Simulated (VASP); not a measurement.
# BAs (F-43m) in VASP: G0W0 quasiparticle levels with PBE

Aim: the G0W0 quasiparticle levels of BAs with PBE.

Everything below comes from runs of VASP 6.6.1. Logs are shortened: lines on timing, memory, paths and dates and some standing lists are left out, and cuts for length are marked.

### Step 1. The cell of the first run

The structure is cubic, space group F-43m (No. 216). Conventional cell: a = 4.784 Å, b = 4.784 Å, c = 4.784 Å, α = 90.00°, β = 90.00°, γ = 90.00°. Within 2.7 Å of B (site symmetry -43m) lie 4 As at 2.07 Å. As (site symmetry -43m) has 4 B at 2.07 Å within 2.7 Å.

### Step 2. G0W0 quasiparticle levels, PBE

Input file POSCAR:

```
BAs
1.0
    0.0000000000      2.3918698977      2.3918698977
    2.3918698977      0.0000000000      2.3918698977
    2.3918698977      2.3918698977      0.0000000000
B As
1 1
Direct
    0.0000000000      0.0000000000      0.0000000000
    0.2500000000      0.2500000000      0.2500000000
```

Input file INCAR.step1:

```
PREC = Accurate ; ENCUT = 500
EDIFF = 1E-8 ; ISMEAR = 0
SIGMA = 0.01 ; LREAL = F
LASPH = T ; NELM = 100
ALGO = Normal ; LWAVE = T
LCHARG = F ; GGA = PE
```

Input file INCAR.step2:

```
PREC = Accurate ; ENCUT = 500
EDIFF = 1E-8 ; ISMEAR = 0
SIGMA = 0.01 ; LREAL = F
LASPH = T ; NELM = 1
ALGO = Exact ; LWAVE = T
LCHARG = F ; GGA = PE
NBANDS = 64 ; LOPTICS = T
ISTART = 1
```

Input file INCAR.step3:

```
PREC = Accurate ; ENCUT = 500
EDIFF = 1E-8 ; ISMEAR = 0
SIGMA = 0.01 ; LREAL = F
LASPH = T ; ALGO = EVGW0
LWAVE = F ; LCHARG = F
GGA = PE ; NELMGW = 1
NBANDS = 64 ; ENCUTGW = 80.0
NOMEGA = 48 ; PRECFOCK = Fast
ISTART = 1 ; NBANDSGW = 12
```

Input file KPOINTS:

```
regular mesh
0
Gamma
  4 4 4
```

Potentials or basis: VASP PAW PBE potentials, release 64 (B_GW, As_GW).

Started as:

```bash
$ cat potpaw_PBE.64/B_GW/POTCAR potpaw_PBE.64/As_GW/POTCAR > POTCAR
$ cp INCAR.step1 INCAR
$ mpirun -np 1 vasp_std > vasp.out
$ cp INCAR.step2 INCAR
$ mpirun -np 1 vasp_std > vasp.out
$ cp INCAR.step3 INCAR
$ mpirun -np 1 vasp_std > vasp.out
```

OUTCAR:

```text
PREC = Accurate
   ENCUT = 500
   EDIFF = 1E-8
   ISMEAR = 0
   LREAL = F
   LASPH = T
   GGA = PE
   NELMGW = 1
   ENCUTGW = 80.0
   PRECFOCK = Fast
   ISTART = 1

 ion  position               nearest neighbor table
   1  0.000  0.000  0.000-   2 2.07   2 2.07   2 2.07   2 2.07
   2  0.250  0.250  0.250-   1 2.07   1 2.07   1 2.07   1 2.07

  LATTYP: Found a face centered cubic cell.
 ALAT       =     4.7837397954

  Lattice vectors:

 A1 = (   0.0000000000,   2.3918698977,   2.3918698977)
 A2 = (   2.3918698977,   0.0000000000,   2.3918698977)
 A3 = (   2.3918698977,   2.3918698977,   0.0000000000)

Analysis of symmetry for initial positions (statically):
=====================================================================
 Subroutine PRICEL returns:
 Original cell was already a primitive cell.

 Routine SETGRP: Setting up the symmetry group for a
 face centered cubic supercell.

 Subroutine GETGRP returns: Found 24 space group operations
 (whereof 24 operations were pure point group operations)
 out of a pool of 48 trial point group operations.

The static configuration has the point symmetry T_d .

Analysis of symmetry for dynamics (positions and initial velocities):
=====================================================================
 Subroutine PRICEL returns:
 Original cell was already a primitive cell.

 Routine SETGRP: Setting up the symmetry group for a
 face centered cubic supercell.

 Subroutine GETGRP returns: Found 24 space group operations
 (whereof 24 operations were pure point group operations)
 out of a pool of 48 trial point group operations.

The dynamic configuration has the point symmetry T_d .

 Subroutine INISYM returns: Found 24 space group operations
 (whereof 24 operations are pure point group operations),
 and found     1 'primitive' translations

----------------------------------------------------------------------------------------

                                     Primitive cell

  volume of cell :      27.3680

  direct lattice vectors                    reciprocal lattice vectors
     0.000000000  2.391869898  2.391869898    -0.209041470  0.209041470  0.209041470
     2.391869898  0.000000000  2.391869898     0.209041470 -0.209041470  0.209041470
     2.391869898  2.391869898  0.000000000     0.209041470  0.209041470 -0.209041470

  length of vectors
     3.382614849  3.382614849  3.382614849     0.362070447  0.362070447  0.362070447

  position of ions in fractional coordinates (direct lattice)
     0.000000000  0.000000000  0.000000000
     0.250000000  0.250000000  0.250000000

  ion indices of the primitive-cell ions
   primitive index   ion index
                 1           1
                 2           2

----------------------------------------------------------------------------------------

 KPOINTS: regular mesh

Automatic generation of k-mesh.
 Grid dimensions read from file:
 generate k-points for:    4    4    4

 Generating k-lattice:

  Cartesian coordinates                     Fractional coordinates (reciprocal lattice)
    -0.052260368  0.052260368  0.052260368     0.250000000  0.000000000  0.000000000
     0.052260368 -0.052260368  0.052260368     0.000000000  0.250000000  0.000000000
     0.052260368  0.052260368 -0.052260368     0.000000000  0.000000000  0.250000000

  Length of vectors
     0.090517612  0.090517612  0.090517612

  Shift w.r.t. Gamma in fractional coordinates (k-lattice)
     0.000000000  0.000000000  0.000000000

 Subroutine IBZKPT returns following result:
 ===========================================

 Found      8 irreducible k-points:

 Following reciprocal coordinates:
            Coordinates               Weight
  0.000000  0.000000  0.000000      1.000000
  0.250000  0.000000  0.000000      8.000000
  0.500000  0.000000  0.000000      4.000000
  0.250000  0.250000  0.000000      6.000000
  0.500000  0.250000  0.000000     24.000000
 -0.250000  0.250000  0.000000     12.000000
  0.500000  0.500000  0.000000      3.000000
 -0.250000  0.500000  0.250000      6.000000
   k-points           NKPTS =      8   k-points in BZ     NKDIM =     64   number of bands    NBANDS=     64
   number of dos      NEDOS =    301   number of ions     NIONS =      2
   total plane-waves  NPLWV =  21952
   dimension x,y,z NGX =    28 NGY =   28 NGZ =   28
   dimension x,y,z NGXF=    56 NGYF=   56 NGZF=   56
   ions per type =               1   1
   NGX,Y,Z   is equivalent  to a cutoff of  13.76, 13.76, 13.76 a.u.
   NGXF,Y,Z  is equivalent  to a cutoff of  27.52, 27.52, 27.52 a.u.
 SYSTEM =  unknown system
   PREC   = accura    normal or accurate (medium, high low for compatibility)
   ISTART =      1    job   : 0-new  1-cont  2-samecut
   ICHARG =      0    charge: 1-file 2-atom 10-const
   ISPIN  =      1    spin polarized calculation?
   LNONCOLLINEAR =      F non collinear calculations
   LSORBIT =      F    spin-orbit coupling
   LASPH  =      T    aspherical Exc in radial PAW
   ENCUT  =  500.0 eV  36.75 Ry    6.06 a.u.   6.17  6.17  6.17*2*pi/ulx,y,z
   NELM   =     60;   NELMIN=  2; NELMDL=  0     # of ELM steps
   EDIFF  = 0.1E-07   stopping-criterion for ELM
   LREAL  =      F    real-space projection
   EDIFFG = 0.1E-06   stopping-criterion for IOM
   NSW    =      0    number of steps for IOM
   IBRION =     -1    ionic relax: 0-MD 1-quasi-New 2-CG
   NFREE  =      0    steps in history (QN), initial steepest desc. (CG)
   ISIF   =      0    stress and relaxation
   ISYM   =      3    0-nonsym 1-usesym 2-fastsym
   POTIM  = 0.5000    time-step for ionic-motion
   TEBEG  =    0.0;   TEEND  =   0.0 temperature during run
   PSTRESS=    0.0 pullay stress
   NELECT =       8.0000    total number of electrons
   NUPDOWN=      -1.0000    fix difference up-down
   EMIN   =  10.00;   EMAX   =-10.00  energy-range for DOS
   EFERMI =   0.00;   METHOD = LEGACY
   ISMEAR =     0;   SIGMA  =   0.01  broadening in eV -4-tet -1-fermi 0-gaus
   EFERMI_NEDOS =   21; number of points for ismear=-14 and -15
   IALGO  =     38    algorithm
   IMIX   =      4    mixing-type and parameters
     AMIX     =   0.40;   BMIX     =  1.00
     AMIX_MAG =   1.60;   BMIX_MAG =  1.00
  volume/ion in A,a.u.               =      13.68        92.34
  Fermi-wavevector in a.u.,A,eV,Ry     =   1.086486  2.053160 16.061008  1.180451
  Thomas-Fermi vector in A             =   2.222623
   LORBIT       =      0    0 simple, 1 ext, 2 COOP (PROOUT), +10 PAW based schemes
   GGA     = PE    functional components
   LHFCALC =     T    Hartree Fock is set to
   PRECFOCK=fast      Normal, Fast or Accurate (Low or Medium for compatibility)
   ENCUT4O =  -1.0   cutoff for four orbital integrals eV
   NKREDX  =     1    reduce k-point grid by
   NKREDY  =     1    reduce k-point grid by
   NKREDZ  =     1    reduce k-point grid by
   AEXX    =    1.0000 exact exchange contribution
   HFSCREEN=    0.0000 screening length (either q_TF or 0.3 A-1)
   HFSCREENC=   0.0000 screening length for correlation (either q_TF or 0.3 A-1)
   ENCUTFOCK=  -1.0 apply spherical cutoff to Coloumb kernel
   IVDW    =     0    specifies the selected vdW correction
   LEPSILON=     F    determine dielectric tensor
   LRPA    =     F    only Hartree local field effects (RPA)
   LRPAFORCE           =     F    calculate RPA forces
   ENCUTGW             =  80.0    cutoff for response function in eV
   ENCUTGWSOFT         =  64.0    soft cutoff for Coulomb kernel in GW response function in eV
   ENCUTLF             =  -1.0    cutoff for local field effects
   NELMGW              =     1    number of iterations in solving QP/BSE equation
   NELMHF              =     1    number of iterations in the inner HF iteration
   NKREDLFX            =     1    NKREDLFY  =   1   NKREDLFZ  =   1
 non-spin polarized calculation
 Gauss-broadening in eV      SIGMA  =   0.01
  energy-cutoff  :      500.00
  volume of cell :       27.37
 maximum number of plane-waves:       725
 NGX is ok and might be reduce to    28
  NGX = 14; NGY = 14; NGZ = 14
   NGX = 13   NGY = 13   NGZ = 13
 maximum number of plane-waves:        59
 NGX is ok and might be reduce to    10

 QP shifts <psi_nk| G(iteration)W_0 |psi_nk>: iteration 1
 for sc-GW calculations column KS-energies equals QP-energies in previous step
 and V_xc(KS)=  KS-energies - (<T + V_ion + V_H > + <T+V_H+V_ion>^1  + <V_x>^1)

 k-point   1 :       0.0000    0.0000    0.0000
  band No.  KS-energies  QP-energies   sigma(KS)   V_xc(KS)     V^pw_x(r,r')   Z            occupation Imag(sigma)

      1      -9.2209      -9.8341     -12.4961     -11.6423     -19.5631       0.7181       2.0000       1.2731
      2       6.1567       5.9195     -12.8853     -12.5850     -14.2993       0.7901       2.0000       0.0728
      3       6.1567       5.9195     -12.8853     -12.5850     -14.2993       0.7901       2.0000       0.0728
      4       6.1567       5.9195     -12.8853     -12.5850     -14.2993       0.7901       2.0000       0.0728
      5       9.4107       9.8774     -10.7780     -11.3710      -6.5717       0.7871       0.0000      -0.0837
      6       9.4107       9.8774     -10.7780     -11.3710      -6.5717       0.7871       0.0000      -0.0837
      7       9.4107       9.8774     -10.7780     -11.3710      -6.5717       0.7871       0.0000      -0.0837
      8      10.7662      11.5709     -11.5487     -12.6046      -6.4650       0.7620       0.0000      -0.1250
      9      15.7007      15.7694      -8.7918      -8.8789      -3.0271       0.7882       0.0000      -0.3003
     10      19.0663      19.2469     -10.1616     -10.3938      -4.3558       0.7777       0.0000      -0.3509
     11      19.0663      19.2469     -10.1616     -10.3938      -4.3558       0.7777       0.0000      -0.3509
     12      20.4808      20.5823      -8.8673      -8.9965      -2.4883       0.7859       0.0000      -0.4922

 k-point   2 :       0.2500    0.0000    0.0000
  band No.  KS-energies  QP-energies   sigma(KS)   V_xc(KS)     V^pw_x(r,r')   Z            occupation Imag(sigma)
[... 97 lines left out ...]
      1      -4.8906      -5.2276     -12.8087     -12.3501     -18.2583       0.7350       2.0000       0.6396
      2      -1.8948      -2.4867     -12.9186     -12.1052     -17.5213       0.7277       2.0000       0.3920
      3       0.6785       0.1380     -11.8080     -11.0993     -14.6627       0.7625       2.0000       0.1609
      4       0.9729       0.4432     -11.8907     -11.1947     -14.6543       0.7610       2.0000       0.1508
      5      11.3920      11.6619     -10.2485     -10.5958      -5.3066       0.7771       0.0000      -0.1298
      6      12.0531      12.7616     -11.0423     -11.9739      -5.6430       0.7604       0.0000      -0.1622
      7      12.9331      13.1190      -9.7983     -10.0343      -4.8968       0.7877       0.0000      -0.1526
      8      13.1467      13.5939     -10.8045     -11.3886      -5.3601       0.7655       0.0000      -0.1980
      9      18.4021      18.9335     -11.0914     -11.8055      -4.2181       0.7440       0.0000      -0.4942
     10      21.6200      22.1695     -11.0498     -11.7769      -4.2006       0.7557       0.0000      -0.7376
     11      21.8024      22.0623     -10.1682     -10.5111      -3.3232       0.7580       0.0000      -0.6489
     12      24.9634      25.4382     -10.3339     -10.9588      -3.4309       0.7597       0.0000      -0.9362
```

Wall time 17 s (1 thread of Intel Xeon 6975P-C (Granite Rapids), shared host); peak memory 0.22 GiB.

Results:

* Quasiparticle gap: 1.73 eV
* Least direct quasiparticle gap: 3.96 eV
* Band gap of the starting levels on the mesh: 1.42 eV
* Least direct gap of the starting levels on the mesh: 3.25 eV

Caveat: the k points lie up to 0.57 Å⁻¹ apart; bands, screening cutoff and mesh are small and nothing is extrapolated, so the quasiparticle values aren't converged.
